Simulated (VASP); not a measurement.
# Ni: single point with PBE

Crystal: Ni.

```xyz
2
Lattice="2.4644 0.0000 0.0000 -1.2322 2.1342 0.0000 0.0000 0.0000 4.0508" Properties=species:S:1:pos:R:3 pbc="T T T"
Ni    0.0000    1.4228    1.0127
Ni    1.2322    0.7114    3.0381
```

This isn't the form of Ni at room conditions, which is fcc.

```
Program             : VASP 6.6.1
Task                : single point
Functional          : PBE
Potentials or basis : VASP PAW PBE potentials, release 64 (Ni)
Cutoff              : 520 eV
k mesh              : 15 × 15 × 8
Occupations         : fermi-dirac, width 0.05 eV
Spin                : collinear spin, ferromagnetic start
Starting moments    : [1.5, 1.5] μB
```

| Item | Value |
| --- | --- |
| Pressure | 5.2 GPa |
| Net moment | 1.29 μB per cell |
| Site moments | Ni +0.65 μB |
| Valence electrons inside the program's atomic spheres | Ni 9.35 |

Stress tensor (GPa, compression positive):
```
5.30 0.00 0.00
0.00 5.30 0.00
0.00 0.00 5.10
```

Levels at points of the mesh, in eV from the Fermi level:
Spin up:
```tsv
k point	band 8	band 9	band 10	band 11	band 12	band 13	band 14	band 15
(0.00, 0.00, 0.00)	-1.70	-1.70	-0.74	-0.74	-0.43	5.70	22.82	24.88
(0.00, 0.00, 0.50)	-2.45	-1.03	-1.03	-1.03	-1.03	14.44	14.44	23.55
```
Spin down:
```csv
k point,band 5,band 6,band 7,band 8,band 9,band 10,band 11,band 12,band 13,band 14
"(0.00, 0.00, 0.00)",-1.72,-1.43,-1.43,-1.01,-1.01,-0.48,-0.01,-0.01,6.12,22.69
"(0.00, 0.00, 0.50)",-1.77,-1.77,-1.77,-1.77,-0.31,-0.31,-0.31,-0.31,14.59,14.59
```

It took 50 s on 1 thread of Intel(R) Xeon(R) 6975P-C (Granite Rapids) (shared host), peak memory 0.19 GiB.

Caveat: the cell stands under pressure.
